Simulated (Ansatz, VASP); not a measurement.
## LaMg3: VASP beside Ansatz

Contents of INCAR:

```
  PREC = Accurate
  ENCUT = 520
  EDIFF = 1E-6
  ISMEAR = -1
  SIGMA = 0.1
  LREAL = False
  LASPH = True
  NELM = 80
  ALGO = Normal
  ISIF = 2
  LWAVE = False
  LCHARG = True
  LELF = True
  LVHAR = True
  NBANDS = 16
```

KPOINTS

```
Automatic mesh
0
Gamma
  5 5 5
```

POSCAR

```
LaMg3
1.0
    4.8263130000      0.0000000000      0.0000000000
    0.0000000000      4.8263130000      0.0000000000
    0.0000000000      0.0000000000      4.8263130000
La Mg
1 3
Direct
    0.0000000000      0.0041439501      0.0000000000
    0.5000000000      0.5000000000      0.0000000000
    0.5000000000      0.0000000000      0.5000000000
    0.0000000000      0.5000000000      0.5000000000
```

Input for Ansatz:

```yaml
crystal:
  lattice:
    - [4.826313, 0.0, 0.0]
    - [0.0, 4.826313, 0.0]
    - [0.0, 0.0, 4.826313]
  atoms:
    - { symbol: La, position: [0.0, 0.0041439500504836715, 0.0] }
    - { symbol: Mg, position: [0.5, 0.5, 0.0] }
    - { symbol: Mg, position: [0.5, 0.0, 0.5] }
    - { symbol: Mg, position: [0.0, 0.5, 0.5] }
kpoints:
  mp_grid:
    grid: [5, 5, 5]
hamiltonian:
  xc: lda
scf:
  occupations:
    method: fermi_dirac
output:
  forces: true
```

Alike in both runs: task single point; functional LDA; k mesh 5 × 5 × 5; no spin polarisation.

|  | VASP | Ansatz |
| --- | --- | --- |
| version | VASP 6.6.1 | Ansatz 0.2.0 |
| potentials or method | VASP PAW LDA potentials, release 64 (La, Mg) | plane waves, PAW |
| plane-wave cutoff (eV) | 520 | 420 |
| occupations | fermi-dirac, width 0.1 eV | fermi-dirac |
| valence electrons in the cell | 17 | 41 |

|  | VASP | Ansatz | Ansatz less VASP |
| --- | --- | --- | --- |
| rms of the force components (eV/Å) | 0.031 | 0.031 | -0.0002 |

LDA's correlation is that of Perdew and Zunger in VASP and of Perdew and Wang (1992) in Ansatz. Atom by atom the forces differ by 0.000 eV/Å (rms over components). VASP's potentials hold 17 valence electrons a cell and Ansatz's 41, so a difference there can come from the potentials and not from the codes.

Neither program's run includes spin-orbit coupling.
